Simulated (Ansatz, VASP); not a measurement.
**Two plane-wave programs on PtSe2**

```xyz
3
Lattice="3.7240 0.0000 0.0000 -1.8620 3.2251 0.0000 0.0000 0.0000 5.0620" Properties=species:S:1:pos:R:3 pbc="T T T"
Pt    0.0000    0.0000    0.0000
Se    0.0000    2.1501    1.2655
Se    1.8620    1.0750    3.7965
```

Alike in both runs: task single point; functional PBEsol; k mesh 6 × 6 × 4; occupations gaussian, width 0.1 eV; collinear spin.

```csv
,VASP,Ansatz
version,VASP 6.6.1,Ansatz 0.2.0
potentials or method,"VASP PAW PBE potentials, release 64 (Pt, Se), cutoff 520 eV","scalar-relativistic, plane waves, PAW"
valence electrons in the cell,22,50
```

Ansatz gave:

- gap on the k mesh at the Fermi level (eV): none
- pressure (GPa): 2.1
- traceless stress, the component that is largest in VASP (GPa): -0.96
- rms of the force components (eV/Å): 0.154
- net moment per atom (μB): 0.00

Q: Estimate VASP's values.

A: gap on the k mesh at the Fermi level (eV): none; pressure (GPa): 2.2; traceless stress, the component that is largest in VASP (GPa): -0.99; rms of the force components (eV/Å): 0.163; net moment per atom (μB): 0.00.

VASP's potentials were made for PBE, not for PBEsol. Atom by atom the forces differ by 0.009 eV/Å (rms over components). A gap of «none» marks a metal or a gap that the smearing closes. VASP's potentials hold 22 valence electrons a cell and Ansatz's 50, so a difference there can come from the potentials and not from the codes. Ansatz's warnings: seeded moment not kept.

Neither program's run includes spin-orbit coupling.
